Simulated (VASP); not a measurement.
# Mn3Cu (P-6m2) in VASP: a series of runs

Runs on Mn3Cu. Level: PBE. Tasks: single point, relaxation of cell and atoms.

Program: VASP 6.6.1. These are calculated values, not measurements. Logs are shortened: lines on timing, memory, paths and dates and some standing lists are left out, and cuts for length are marked.

**1. The cell of the first run**

It takes space group P-6m2 (No. 187, hexagonal). The conventional cell has a = 2.498 Å, b = 2.498 Å, c = 8.295 Å, α = 90.00°, β = 90.00°, γ = 120.00°. Mn (site symmetry -6m2) has 12 Mn at 2.44 to 2.50 Å within 3.2 Å. Within 3.2 Å of Mn (site symmetry 3m) lie 9 Mn at 2.44 to 2.50 Å and 3 Cu at 2.61 Å. Cu (site symmetry -6m2) has 6 Cu at 2.50 Å and 6 Mn at 2.61 Å within 3.3 Å.

**2. Single point, PBE, collinear spin, ferromagnetic start**

INCAR reads:

```
SYSTEM = Mn3Cu
PREC = Accurate
ENCUT = 520
EDIFF = 1E-6
ISMEAR = 0
SIGMA = 0.1
LREAL = .FALSE.
LASPH = .TRUE.
NELM = 150
ALGO = Fast
ISIF = 2
LWAVE = .FALSE.
LCHARG = .FALSE.
ISPIN = 2
MAGMOM = 4 4 4 0
LORBIT = 11
LMAXMIX = 4
GGA = PE
NBANDS = 37
```

KPOINTS reads:

```
regular mesh
0
G
  6 6 2
  0 0 0
```

POSCAR reads:

```
Mn3Cu
1.0
    2.4980495207      0.0000000000      0.0000000000
   -1.2490247603      2.1633743448      0.0000000000
    0.0000000000      0.0000000000      8.2951417181
Mn Cu
3 1
Direct
    0.3333333333      0.6666666667      0.0000000000
    0.6666666667      0.3333333333      0.2378301065
    0.6666666667      0.3333333333      0.7621698935
    0.3333333333      0.6666666667      0.5000000000
```

Potentials or basis: VASP PAW PBE potentials, release 64 (Mn_pv, Cu).

Started as:

```
$ cat potpaw_PBE.64/Mn_pv/POTCAR potpaw_PBE.64/Cu/POTCAR > POTCAR
$ mpirun -np 1 vasp_std > vasp.out
```

OUTCAR:

```text
SYSTEM = Mn3Cu
   PREC = Accurate
   ENCUT = 520
   EDIFF = 1E-6
   ISMEAR = 0
   LREAL = .FALSE.
   LASPH = .TRUE.
   NELM = 150
   ISIF = 2
   ISPIN = 2
   LORBIT = 11
   GGA = PE

 ion  position               nearest neighbor table
   1  0.333  0.667  0.000-   2 2.44   3 2.44   2 2.44   3 2.44   2 2.44   3 2.44
   2  0.667  0.333  0.238-   1 2.44   1 2.44   1 2.44   4 2.61   4 2.61   4 2.61
   3  0.667  0.333  0.762-   1 2.44   1 2.44   1 2.44   4 2.61   4 2.61   4 2.61
   4  0.333  0.667  0.500-   2 2.61   3 2.61   2 2.61   3 2.61   2 2.61   3 2.61

  LATTYP: Found a hexagonal cell.
 ALAT       =     2.4980495207
 C/A-ratio  =     3.3206474289

  Lattice vectors:

 A1 = (   2.4980495207,   0.0000000000,   0.0000000000)
 A2 = (  -1.2490247603,   2.1633743448,   0.0000000000)
 A3 = (   0.0000000000,   0.0000000000,   8.2951417181)

Analysis of symmetry for initial positions (statically):
=====================================================================
 Subroutine PRICEL returns:
 Original cell was already a primitive cell.

 Routine SETGRP: Setting up the symmetry group for a
 hexagonal supercell.

 Subroutine GETGRP returns: Found 12 space group operations
 (whereof 12 operations were pure point group operations)
 out of a pool of 24 trial point group operations.

The static configuration has the point symmetry D_3h.

Analysis of symmetry for dynamics (positions and initial velocities):
=====================================================================
 Subroutine PRICEL returns:
 Original cell was already a primitive cell.

 Routine SETGRP: Setting up the symmetry group for a
 hexagonal supercell.

 Subroutine GETGRP returns: Found 12 space group operations
 (whereof 12 operations were pure point group operations)
 out of a pool of 24 trial point group operations.

The dynamic configuration has the point symmetry D_3h.

Analysis of structural, dynamic, and magnetic symmetry:
=====================================================================
 Subroutine PRICEL returns:
 Original cell was already a primitive cell.

 Routine SETGRP: Setting up the symmetry group for a
 hexagonal supercell.

 Subroutine GETGRP returns: Found 12 space group operations
 (whereof 12 operations were pure point group operations)
 out of a pool of 24 trial point group operations.

The overall configuration has the point symmetry D_3h.

 Subroutine INISYM returns: Found 12 space group operations
 (whereof 12 operations are pure point group operations),
 and found     1 'primitive' translations

----------------------------------------------------------------------------------------

                                     Primitive cell

  volume of cell :      44.8287

  direct lattice vectors                    reciprocal lattice vectors
     2.498049521  0.000000000  0.000000000     0.400312320  0.231120426  0.000000000
    -1.249024760  2.163374345  0.000000000     0.000000000  0.462240852  0.000000000
     0.000000000  0.000000000  8.295141718     0.000000000  0.000000000  0.120552491

  length of vectors
     2.498049521  2.498049521  8.295141718     0.462240852  0.462240852  0.120552491

  position of ions in fractional coordinates (direct lattice)
     0.333333333  0.666666667  0.000000000
     0.666666667  0.333333333  0.237830106
     0.666666667  0.333333333  0.762169894
     0.333333333  0.666666667  0.500000000

  ion indices of the primitive-cell ions
   primitive index   ion index
                 1           1
                 2           2
                 3           3
                 4           4

----------------------------------------------------------------------------------------

 KPOINTS: regular mesh

Automatic generation of k-mesh.
 Grid dimensions read from file:
 generate k-points for:    6    6    2

 Generating k-lattice:

  Cartesian coordinates                     Fractional coordinates (reciprocal lattice)
     0.066718720  0.038520071  0.000000000     0.166666667  0.000000000  0.000000000
     0.000000000  0.077040142  0.000000000     0.000000000  0.166666667  0.000000000
     0.000000000  0.000000000  0.060276246     0.000000000  0.000000000  0.500000000

  Length of vectors
     0.077040142  0.077040142  0.060276246

  Shift w.r.t. Gamma in fractional coordinates (k-lattice)
     0.000000000  0.000000000  0.000000000

 Subroutine IBZKPT returns following result:
 ===========================================

 Found     14 irreducible k-points:

 Following reciprocal coordinates:
            Coordinates               Weight
  0.000000  0.000000  0.000000      1.000000
  0.166667  0.000000  0.000000      6.000000
  0.333333  0.000000  0.000000      6.000000
  0.500000  0.000000  0.000000      3.000000
  0.166667  0.166667  0.000000      6.000000
  0.333333  0.166667  0.000000     12.000000
  0.333333  0.333333  0.000000      2.000000
  0.000000  0.000000  0.500000      1.000000
  0.166667  0.000000  0.500000      6.000000
  0.333333  0.000000  0.500000      6.000000
  0.500000  0.000000  0.500000      3.000000
  0.166667  0.166667  0.500000      6.000000
  0.333333  0.166667  0.500000     12.000000
  0.333333  0.333333  0.500000      2.000000
   k-points           NKPTS =     14   k-points in BZ     NKDIM =     14   number of bands    NBANDS=     37
   number of dos      NEDOS =    301   number of ions     NIONS =      4
   total plane-waves  NPLWV =  25600
   dimension x,y,z NGX =    20 NGY =   20 NGZ =   64
   dimension x,y,z NGXF=    40 NGYF=   40 NGZF=  128
   ions per type =               3   1
   NGX,Y,Z   is equivalent  to a cutoff of  13.31, 13.31, 12.83 a.u.
   NGXF,Y,Z  is equivalent  to a cutoff of  26.62, 26.62, 25.65 a.u.
 SYSTEM =  Mn3Cu
   PREC   = accura    normal or accurate (medium, high low for compatibility)
   ISTART =      0    job   : 0-new  1-cont  2-samecut
   ICHARG =      2    charge: 1-file 2-atom 10-const
   ISPIN  =      2    spin polarized calculation?
   LNONCOLLINEAR =      F non collinear calculations
   LSORBIT =      F    spin-orbit coupling
   LASPH  =      T    aspherical Exc in radial PAW
   ENCUT  =  520.0 eV  38.22 Ry    6.18 a.u.   4.64  4.64 15.42*2*pi/ulx,y,z
   NELM   =    150;   NELMIN=  2; NELMDL= -5     # of ELM steps
   EDIFF  = 0.1E-05   stopping-criterion for ELM
   LREAL  =      F    real-space projection
   EDIFFG = 0.1E-04   stopping-criterion for IOM
   NSW    =      0    number of steps for IOM
   IBRION =     -1    ionic relax: 0-MD 1-quasi-New 2-CG
   NFREE  =      0    steps in history (QN), initial steepest desc. (CG)
   ISIF   =      2    stress and relaxation
   ISYM   =      2    0-nonsym 1-usesym 2-fastsym
   POTIM  = 0.5000    time-step for ionic-motion
   TEBEG  =    0.0;   TEEND  =   0.0 temperature during run
   PSTRESS=    0.0 pullay stress
   NELECT =      50.0000    total number of electrons
   NUPDOWN=      -1.0000    fix difference up-down
   EMIN   =  10.00;   EMAX   =-10.00  energy-range for DOS
   EFERMI =   0.00;   METHOD = LEGACY
   ISMEAR =     0;   SIGMA  =   0.10  broadening in eV -4-tet -1-fermi 0-gaus
   EFERMI_NEDOS =   21; number of points for ismear=-14 and -15
   IALGO  =     68    algorithm
   IMIX   =      4    mixing-type and parameters
     AMIX     =   0.40;   BMIX     =  1.00
     AMIX_MAG =   1.60;   BMIX_MAG =  1.00
  volume/ion in A,a.u.               =      11.21        75.63
  Fermi-wavevector in a.u.,A,eV,Ry     =   1.697772  3.208324 39.217830  2.882429
  Thomas-Fermi vector in A             =   2.778392
   LORBIT       =     11    0 simple, 1 ext, 2 COOP (PROOUT), +10 PAW based schemes
   GGA     = PE    functional components
   LHFCALC =     F    Hartree Fock is set to
   AEXX    =    0.0000 exact exchange contribution
   IVDW    =     0    specifies the selected vdW correction
   LEPSILON=     F    determine dielectric tensor
   LRPA    =     F    only Hartree local field effects (RPA)
 spin polarized calculation
 RMM-DIIS sequential band-by-band and
 Gauss-broadening in eV      SIGMA  =   0.10
  energy-cutoff  :      520.00
  volume of cell :       44.83
 maximum number of plane-waves:      1230
 NGX is ok and might be reduce to    20
   NGX =  9   NGY =  9   NGZ = 31

 number of electron      50.0000000 magnetization      12.0000000

 number of electron      50.0000020 magnetization       1.4787646

 Free energy of the ion-electron system (eV)
  ---------------------------------------------------
  ext. energy  EPLUGINS =         0.00000000
  ---------------------------------------------------
  free energy    TOTEN  =       -30.16990694 eV

  energy without entropy =      -30.15370878  energy(sigma->0) =      -30.16180786

 E-fermi :   9.4708     XC(G=0): -13.5616

 val. band max:        9.4669700325   @ k =   0.3333   0.0000   0.5000
 cond. band min:       9.4763216584   @ k =   0.3333   0.1667   0.0000
 fundamental gap:      0.0093516259
 Fermi energy:         9.4707523285

 spin component 1

 k-point     1 :       0.0000    0.0000    0.0000
  band No.  band energies     occupation
      1     -39.0692      1.00000
      2     -38.9980      1.00000
      3     -38.5419      1.00000
      4     -38.5419      1.00000
      5     -38.5393      1.00000
      6     -38.5393      1.00000
[... 549 lines left out ...]
     36      19.9115      0.00000
     37      20.1426      0.00000
 Fermi energy:         9.4707523285

 spin component 2

 k-point     1 :       0.0000    0.0000    0.0000
  band No.  band energies     occupation
      1     -38.9272      1.00000
      2     -38.4907      1.00000
      3     -38.4907      1.00000
      4     -37.6433      1.00000
      5     -37.5697      1.00000
      6     -37.4419      1.00000
[... 549 lines left out ...]
     36      20.2009      0.00000
     37      20.5780      0.00000

------------------------ aborting loop because EDIFF is reached ----------------------------------------

  FORCE on cell =-STRESS in cart. coord.  units (eV):
  Direction    XX          YY          ZZ          XY          YZ          ZX
  --------------------------------------------------------------------------------------
  -------------------------------------------------------------------------------------
  Total        0.0814699      0.0814699      0.1271487      0.0000000      0.0000000      0.0000000
  in kB        2.9117299      2.9117299      4.5442890      0.0000000      0.0000000      0.0000000
  external PRESSURE =       3.4559162 kB  Pullay stress =       0.0000000 kB

 VOLUME and BASIS-vectors are now :
 -----------------------------------------------------------------------------
  energy-cutoff  :      520.00
  volume of cell :       44.83
      direct lattice vectors                 reciprocal lattice vectors
     2.498049521  0.000000000  0.000000000     0.400312320  0.231120426  0.000000000
    -1.249024760  2.163374345  0.000000000     0.000000000  0.462240852  0.000000000
     0.000000000  0.000000000  8.295141718     0.000000000  0.000000000  0.120552491

 POSITION                                       TOTAL-FORCE (eV/Angst)
 -----------------------------------------------------------------------------------
     -0.00000      1.44225      0.00000         0.000000     -0.000000      0.000000
      1.24902      0.72112      1.97283        -0.000000      0.000000     -0.005607
      1.24902      0.72112      6.32231         0.000000      0.000000      0.005607
     -0.00000      1.44225      4.14757        -0.000000      0.000000      0.000000
 -----------------------------------------------------------------------------------
    total drift:                                0.000000     -0.000000      0.000000

  FREE ENERGIE OF THE ION-ELECTRON SYSTEM (eV)
  ---------------------------------------------------
  free  energy   TOTEN  =       -30.1699069398 eV

  energy  without entropy=      -30.1537087783  energy(sigma->0) =      -30.16180786

 total charge

# of ion       s       p       d       tot
------------------------------------------
    1        0.426   6.402   5.172  12.000
    2        0.405   6.350   5.140  11.896
    3        0.405   6.350   5.140  11.896
    4        0.483   0.446   9.134  10.062
--------------------------------------------------
tot          1.719  19.548  24.586  45.853

 magnetization (x)

# of ion       s       p       d       tot
------------------------------------------
    1       -0.010  -0.015  -0.693  -0.718
    2        0.004   0.001   1.093   1.099
    3        0.004   0.001   1.093   1.099
    4       -0.009  -0.026   0.038   0.003
--------------------------------------------------
tot         -0.010  -0.038   1.532   1.484
```

Wall time 69 s (1 thread of Intel Xeon Platinum 8488C (Sapphire Rapids), shared host); peak memory 0.19 GiB.

What came out:

- Free energy: -30.1699 eV
- Pressure: 0.3 GPa
- Largest force: 0.006 eV/Å
- Net moment: 1.48 μB per cell
- Site moments: Mn -0.72, +1.10; Cu +0.00 μB
- Valence electrons inside the program's atomic spheres: Mn 12.00, 11.90; Cu 10.06

Forces on the atoms (eV/Å):
```
Mn   0.000  0.000  0.000
Mn   0.000  0.000 -0.006
Mn   0.000  0.000  0.006
Cu   0.000  0.000  0.000
```

Caveat: the k points lie up to 0.48 Å⁻¹ apart; the moment fell far below its start of 4 μB, so a state of higher moment may lie lower in energy.

[end of part 1 of 2]
